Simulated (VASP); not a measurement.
Runs of VASP 6.6.1 on Li3NiPd. The structure is that of space group Pm-3m (No. 221), or close to it. The cells are those of the table. 

```tsv
task	potentials or basis	cell	k mesh	cutoff (eV)	second run	gap on the mesh (eV)	pressure (GPa)	relaxed volume (Å³/atom)
relaxation of cell and atoms	VASP PAW PBE potentials, release 64 (Li_sv, Ni_sv_GW, Pd_sv_GW)	relaxed from a = 3.853 Å, 5 atoms	4 × 4 × 4	750	valence_matched	none	0.2	(a)
single point	VASP PAW PBE potentials, release 64 (Li_sv, Ni, Pd)	a = 4.522 Å, 5 atoms	4 × 4 × 4	520	-	none	-	-
relaxation of cell and atoms	VASP PAW PBE potentials, release 64 (Li_sv, Ni, Pd)	relaxed from a = 3.853 Å, 5 atoms	4 × 4 × 4	600	-	none	0.1	17.88
relaxation of cell and atoms	VASP PAW PBE potentials, release 64 (Li_sv, Ni, Pd)	relaxed from a = 4.522 Å, 5 atoms	8 × 8 × 8	600	-	none	-0.1	18.83
single point	VASP PAW PBE potentials, release 64 (Li_sv, Ni, Pd)	a = 4.544 Å, 5 atoms	8 × 8 × 8	520	-	none	-	-
```

Alike in all rows: level PBE; no spin polarisation; smearing gaussian 0.1 eV.

**Question.** Estimate the missing entries.

**Answer.** (a) 17.83.

Caveats: some runs use coarse meshes; the cutoff is under 1.25 times the usual one of these potentials, so pressure, stress and relaxed cells hold a basis-set (Pulay) error (some runs); the volume moved by over 15 % at a fixed basis, so the end points are rough (some runs).

A k mesh can miss the band edges, and the runs leave out spin-orbit coupling on Pd.

A gap of «none» marks levels without a gap at the run's occupations.

The runs don't all hold the same shells in valence.
